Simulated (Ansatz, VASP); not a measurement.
# Zr2HS4 in VASP and in Ansatz

The input INCAR:

```
SYSTEM = Zr2HS4
ALGO     = Normal         ! electronic algorithm
DIPOL    = 0.5 0.5 0.274
EDIFF    = 1E-6           ! SCF threshold, eV
ENCUT    = 400            ! plane-wave cutoff, eV
GGA      = PE             ! functional
GGA_COMPAT= .False.      
IDIPOL   = 3            
ISIF     = 2              ! what is computed and relaxed
ISMEAR   = 0              ! smearing method
IVDW     = 12             ! dispersion correction
LASPH    = .True.         ! aspherical terms in the spheres
LCHARG   = .False.        ! write CHGCAR
LDIPOL   = .True.       
LREAL    = .False.        ! projectors in reciprocal space
LWAVE    = .False.        ! write WAVECAR
NBANDS   = 62             ! bands
NELM     = 120            ! most SCF steps
NELMDL   = -8           
PREC     = Accurate       ! precision mode
SIGMA    = 0.05           ! smearing width, eV
```

The input KPOINTS:

```
k-points
0
Gamma
  6 6 1
  0 0 0
```

File POSCAR:

```
Zr2HS4
1.0
    7.2976778227      0.0000000000      0.0000000000
   -3.6488389114      6.3199743831      0.0000000000
    0.0000000000      0.0000000000     20.9171506047
S Zr H
8 4 2
Direct
    0.3333333333      0.1666666667      0.1912306354
    0.3333333333      0.6666666667      0.1912306354
    0.8333333333      0.1666666667      0.1912306354
    0.8333333333      0.6666666667      0.1912306354
    0.1666666667      0.3333333333      0.3306927762
    0.1666666667      0.8333333333      0.3306927762
    0.6666666667      0.3333333333      0.3306927762
    0.6666666667      0.8333333333      0.3306927762
    0.0000000000      0.0000000000      0.2609617058
    0.0000000000      0.5000000000      0.2609617058
    0.5000000000      0.0000000000      0.2609617058
    0.5000000000      0.5000000000      0.2609617058
    0.3575287687      0.7150575375      0.3522062227
    0.4758045646      0.9516091292      0.3522062227
```

Input for Ansatz:

```yaml
crystal:
  lattice:
    - [7.2976778227, 0.0, 0.0]
    - [-3.6488389114, 6.3199743831, 0.0]
    - [0.0, 0.0, 20.9171506047]
  atoms:
    - { symbol: S, position: [0.3333333333, 0.1666666667, 0.1912306354] }
    - { symbol: S, position: [0.3333333333, 0.6666666667, 0.1912306354] }
    - { symbol: S, position: [0.8333333333, 0.1666666667, 0.1912306354] }
    - { symbol: S, position: [0.8333333333, 0.6666666667, 0.1912306354] }
    - { symbol: Zr, position: [0.0, 0.0, 0.2609617058] }
    - { symbol: Zr, position: [0.0, 0.5, 0.2609617058] }
    - { symbol: Zr, position: [0.5, 0.0, 0.2609617058] }
    - { symbol: Zr, position: [0.5, 0.5, 0.2609617058] }
    - { symbol: S, position: [0.1666666667, 0.3333333333, 0.3306927762] }
    - { symbol: S, position: [0.1666666667, 0.8333333333, 0.3306927762] }
    - { symbol: S, position: [0.6666666667, 0.3333333333, 0.3306927762] }
    - { symbol: S, position: [0.6666666667, 0.8333333333, 0.3306927762] }
    - { symbol: H, position: [0.3575287687, 0.7150575375, 0.3522062227] }
    - { symbol: H, position: [0.4758045646, 0.9516091292, 0.3522062227] }
basis:
  ecutwfc: 420
kpoints:
  mp_grid: { grid: [6, 6, 1] }
hamiltonian:
  xc: pbe
  pseudopotentials: { kind: paw, azcp: { folder: soft_1 } }
  dispersion: d3bj
scf:
  occupations: { method: gaussian, width: 0.05 }
output:
  forces: true
  eigenvalues: true
efield:
  axis: 3
  dipole_correction: true
  ramp_width: 0.04
```

Alike in both runs: task single point; functional PBE; dispersion D3(BJ); k mesh 6 × 6 × 1; occupations gaussian, width 0.05 eV; no spin polarisation.

|  | VASP | Ansatz |
| --- | --- | --- |
| version | VASP 6.6.1 | Ansatz 0.2.0 |
| potentials or method | VASP PAW PBE potentials, release 64 (S, Zr_sv, H), cutoff 400 eV | scalar-relativistic, plane waves, PAW |
| valence electrons in the cell | 98 | 98 |

```csv
,VASP,Ansatz,Ansatz less VASP
gap on the k mesh at the Fermi level (eV),none,none,-
rms of the force components (eV/Å),0.442,0.440,-0.0024
```

A gap of «none» marks a metal or a gap that the smearing closes.
